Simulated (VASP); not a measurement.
# Sr (Fm-3m) in VASP: single point with HSE06

Aim: the single point of Sr with HSE06.

Everything below comes from runs of VASP 6.6.1. Logs are shortened: lines on timing, memory, paths and dates and some standing lists are left out, and cuts for length are marked.

## 1. The cell of the first run

The structure is cubic, space group Fm-3m (No. 225). Conventional cell: a = 6.087 Å, b = 6.087 Å, c = 6.087 Å, α = 90.00°, β = 90.00°, γ = 90.00°. Sr (site symmetry m-3m) has 12 Sr at 4.30 Å within 5.6 Å.

## 2. Single point, HSE06

POSCAR reads:

```
Sr
1.0
    0.0000000000      3.0434635650      3.0434635650
    3.0434635650      0.0000000000      3.0434635650
    3.0434635650      3.0434635650      0.0000000000
Sr
1
Direct
    0.0000000000      0.0000000000      0.0000000000
```

INCAR.step1 reads:

```
SYSTEM = Sr
ALGO     = Normal         ! electronic algorithm
EDIFF    = 1E-5           ! SCF threshold, eV
ENCUT    = 520            ! plane-wave cutoff, eV
GGA      = PE             ! functional
ISIF     = 2              ! what is computed and relaxed
ISMEAR   = 0              ! smearing method
LASPH    = .TRUE.         ! aspherical terms in the spheres
LCHARG   = .FALSE.        ! write CHGCAR
LREAL    = .FALSE.        ! projectors in reciprocal space
LWAVE    = .TRUE.         ! write WAVECAR
NBANDS   = 11             ! bands
NELM     = 60             ! most SCF steps
PREC     = Accurate       ! precision mode
SIGMA    = 0.05           ! smearing width, eV
```

INCAR.step2 reads:

```
SYSTEM = Sr
ALGO     = Normal         ! electronic algorithm
EDIFF    = 1E-6           ! SCF threshold, eV
ENCUT    = 520            ! plane-wave cutoff, eV
GGA      = PE             ! functional
HFSCREEN = 0.2079         ! screening, 1/A
ISIF     = 2              ! what is computed and relaxed
ISMEAR   = 0              ! smearing method
ISTART   = 1            
LASPH    = .TRUE.         ! aspherical terms in the spheres
LCHARG   = .FALSE.        ! write CHGCAR
LHFCALC  = .TRUE.         ! exact exchange
LREAL    = .FALSE.        ! projectors in reciprocal space
LWAVE    = .FALSE.        ! write WAVECAR
NBANDS   = 11             ! bands
NELM     = 60             ! most SCF steps
PREC     = Accurate       ! precision mode
PRECFOCK = Normal       
SIGMA    = 0.05           ! smearing width, eV
```

KPOINTS reads:

```
k-points
0
G
  6 6 6
  0 0 0
```

Potentials or basis: VASP PAW PBE potentials, release 64 (Sr_sv).

Launch:

```
$ cat potpaw_PBE.64/Sr_sv/POTCAR > POTCAR
$ cp INCAR.step1 INCAR
$ mpirun -np 1 vasp_std > vasp.out
$ cp INCAR.step2 INCAR
$ mpirun -np 1 vasp_std > vasp.out
```

OUTCAR:

```text
SYSTEM = Sr
   EDIFF = 1E-6
   ENCUT = 520
   GGA = PE
   HFSCREEN = 0.2079
   ISIF = 2
   ISMEAR = 0
   ISTART = 1
   LASPH = .TRUE.
   LHFCALC = .TRUE.
   LREAL = .FALSE.
   NELM = 60
   PREC = Accurate
   PRECFOCK = Normal

 ion  position               nearest neighbor table
   1  0.000  0.000  0.000-

  LATTYP: Found a face centered cubic cell.
 ALAT       =     6.0869271300

  Lattice vectors:

 A1 = (   0.0000000000,   3.0434635650,   3.0434635650)
 A2 = (   3.0434635650,   0.0000000000,   3.0434635650)
 A3 = (   3.0434635650,   3.0434635650,   0.0000000000)

Analysis of symmetry for initial positions (statically):
=====================================================================
 Subroutine PRICEL returns:
 Original cell was already a primitive cell.

 Routine SETGRP: Setting up the symmetry group for a
 face centered cubic supercell.

 Subroutine GETGRP returns: Found 48 space group operations
 (whereof 48 operations were pure point group operations)
 out of a pool of 48 trial point group operations.

The static configuration has the point symmetry O_h .

Analysis of symmetry for dynamics (positions and initial velocities):
=====================================================================
 Subroutine PRICEL returns:
 Original cell was already a primitive cell.

 Routine SETGRP: Setting up the symmetry group for a
 face centered cubic supercell.

 Subroutine GETGRP returns: Found 48 space group operations
 (whereof 48 operations were pure point group operations)
 out of a pool of 48 trial point group operations.

The dynamic configuration has the point symmetry O_h .

 Subroutine INISYM returns: Found 48 space group operations
 (whereof 48 operations are pure point group operations),
 and found     1 'primitive' translations

----------------------------------------------------------------------------------------

                                     Primitive cell

  volume of cell :      56.3812

  direct lattice vectors                    reciprocal lattice vectors
     0.000000000  3.043463565  3.043463565    -0.164286508  0.164286508  0.164286508
     3.043463565  0.000000000  3.043463565     0.164286508 -0.164286508  0.164286508
     3.043463565  3.043463565  0.000000000     0.164286508  0.164286508 -0.164286508

  length of vectors
     4.304107450  4.304107450  4.304107450     0.284552578  0.284552578  0.284552578

  position of ions in fractional coordinates (direct lattice)
     0.000000000  0.000000000  0.000000000

  ion indices of the primitive-cell ions
[... 80 lines left out ...]
   ISMEAR =     0;   SIGMA  =   0.05  broadening in eV -4-tet -1-fermi 0-gaus
   EFERMI_NEDOS =   21; number of points for ismear=-14 and -15
   IALGO  =     38    algorithm
   IMIX   =      1    mixing-type and parameters
     AMIX     =   0.40;   BMIX     =  1.00
     AMIX_MAG =   1.60;   BMIX_MAG =  1.00
  volume/ion in A,a.u.               =      56.38       380.48
  Fermi-wavevector in a.u.,A,eV,Ry     =   0.919807  1.738183 11.511141  0.846045
  Thomas-Fermi vector in A             =   2.045042
   LORBIT       =      0    0 simple, 1 ext, 2 COOP (PROOUT), +10 PAW based schemes
   GGA     = PE    functional components
   LHFCALC =     T    Hartree Fock is set to
   PRECFOCK=normal    Normal, Fast or Accurate (Low or Medium for compatibility)
   ENCUT4O =  -1.0   cutoff for four orbital integrals eV
   NKREDX  =     1    reduce k-point grid by
   NKREDY  =     1    reduce k-point grid by
   NKREDZ  =     1    reduce k-point grid by
   AEXX    =    0.2500 exact exchange contribution
   HFSCREEN=    0.2079 screening length (either q_TF or 0.3 A-1)
   HFSCREENC=   0.2079 screening length for correlation (either q_TF or 0.3 A-1)
   ENCUTFOCK=  -1.0 apply spherical cutoff to Coloumb kernel
   IVDW    =     0    specifies the selected vdW correction
   LEPSILON=     F    determine dielectric tensor
   LRPA    =     F    only Hartree local field effects (RPA)
 non-spin polarized calculation
 Gauss-broadening in eV      SIGMA  =   0.05
  energy-cutoff  :      520.00
  volume of cell :       56.38
 maximum number of plane-waves:      1533
  NGX = 28; NGY = 28; NGZ = 28

 number of electron      10.0000000 magnetization

 Free energy of the ion-electron system (eV)
  ---------------------------------------------------
  ext. energy  EPLUGINS =         0.00000000
  ---------------------------------------------------
  free energy    TOTEN  =        -1.57858907 eV

  energy without entropy =       -1.57658197  energy(sigma->0) =       -1.57758552

 E-fermi :   1.5559     XC(G=0):  -6.1500

 val. band max:        1.5218649777   @ k =  -0.3333   0.3333   0.1667
 cond. band min:       1.6622707970   @ k =  -0.3333   0.3333   0.1667
 fundamental gap:      0.1404058193
 Fermi energy:         1.5558849092

 k-point     1 :       0.0000    0.0000    0.0000
  band No.  band energies     occupation
      1     -38.1433      2.00000
      2     -18.7381      2.00000
      3     -18.7381      2.00000
      4     -18.7381      2.00000
      5      -2.7218      2.00000
      6       4.4356      0.00000
      7       4.4356      0.00000
      8       4.4356      0.00000
      9       5.9611      0.00000
     10       5.9611      0.00000
     11       9.0347      0.00000
[... 197 lines left out ...]
 k-point    16 :      -0.3333    0.5000    0.1667
  band No.  band energies     occupation
      1     -38.1258      2.00000
      2     -18.8868      2.00000
      3     -18.8330      2.00000
      4     -18.8088      2.00000
      5       1.3957      1.99999
      6       2.3268      0.00000
      7       2.4821      0.00000
      8       4.6168      0.00000
      9       7.3878      0.00000
     10       7.4126      0.00000
     11       7.4702      0.00000

------------------------ aborting loop because EDIFF is reached ----------------------------------------

  FORCE on cell =-STRESS in cart. coord.  units (eV):
  Direction    XX          YY          ZZ          XY          YZ          ZX
  --------------------------------------------------------------------------------------
  -------------------------------------------------------------------------------------
  Total       -0.0030194     -0.0030194     -0.0030194     -0.0000000     -0.0000000      0.0000000
  in kB       -0.0858028     -0.0858028     -0.0858028     -0.0000000     -0.0000000      0.0000000
  external PRESSURE =      -0.0858028 kB  Pullay stress =       0.0000000 kB

 VOLUME and BASIS-vectors are now :
 -----------------------------------------------------------------------------
  energy-cutoff  :      520.00
  volume of cell :       56.38
      direct lattice vectors                 reciprocal lattice vectors
     0.000000000  3.043463565  3.043463565    -0.164286508  0.164286508  0.164286508
     3.043463565  0.000000000  3.043463565     0.164286508 -0.164286508  0.164286508
     3.043463565  3.043463565  0.000000000     0.164286508  0.164286508 -0.164286508

 POSITION                                       TOTAL-FORCE (eV/Angst)
 -----------------------------------------------------------------------------------
      0.00000      0.00000      0.00000         0.000000      0.000000     -0.000000
 -----------------------------------------------------------------------------------
    total drift:                                0.000000      0.000000      0.000000

  FREE ENERGIE OF THE ION-ELECTRON SYSTEM (eV)
  ---------------------------------------------------
  free  energy   TOTEN  =        -1.5785890735 eV

  energy  without entropy=       -1.5765819655  energy(sigma->0) =       -1.57758552
```

Run time: 35 min. Hardware: 1 thread of AMD EPYC 7R43 (Zen 3), shared host; peak memory 0.27 GiB.

What came out:

* Free energy: -1.5786 eV
* Pressure: 0.0 GPa
* Band gap on the k mesh: zero (bands 5 and 6 overlap by 0.10 eV)

Caveat: the PAW data sets were made with another functional, which shifts forces and pressure a little.
